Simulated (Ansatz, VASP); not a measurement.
## InRu3 in VASP and in Ansatz

```xyz
4
Lattice="0.0000 3.1404 3.1404 3.1404 0.0000 3.1404 3.1404 3.1404 0.0000" Properties=species:S:1:pos:R:3 pbc="T T T"
In    0.0000    0.0000    0.0000
Ru    1.5702    1.5702    1.5702
Ru    4.7106    4.7106    4.7106
Ru    3.1404    3.1404    3.1404
```

Change from the starting cell: species swapped into the PmCd3 type (Fm-3m, No. 225).

Alike in both runs: task single point; functional PBE; k mesh 6 × 6 × 6; occupations gaussian, width 0.1 eV; collinear spin.

|  | VASP | Ansatz |
| --- | --- | --- |
| version | VASP 6.6.1 | Ansatz 0.2.0 |
| potentials or method | VASP PAW PBE potentials, release 64 (In_d, Ru_pv), cutoff 520 eV | scalar-relativistic, plane waves, PAW |
| valence electrons in the cell | 55 | 61 |

|  | VASP | Ansatz | Ansatz less VASP |
| --- | --- | --- | --- |
| gap on the k mesh at the Fermi level (eV) | none | none | - |
| pressure (GPa) | 1.2 | 1.2 | -0.01 |
| net moment per atom (μB) | 0.39 | 0.39 | +0.002 |
| size of the moment on the site where the two differ most (μB) | 1.10 | 1.07 | -0.030 |

Site moments also hang on the region over which each program counts them. A gap of «none» marks a metal or a gap that the smearing closes. The functional is the same, so the differences come from potentials, cutoffs and numerics. VASP's potentials hold 55 valence electrons a cell and Ansatz's 61, so a difference there can come from the potentials and not from the codes.
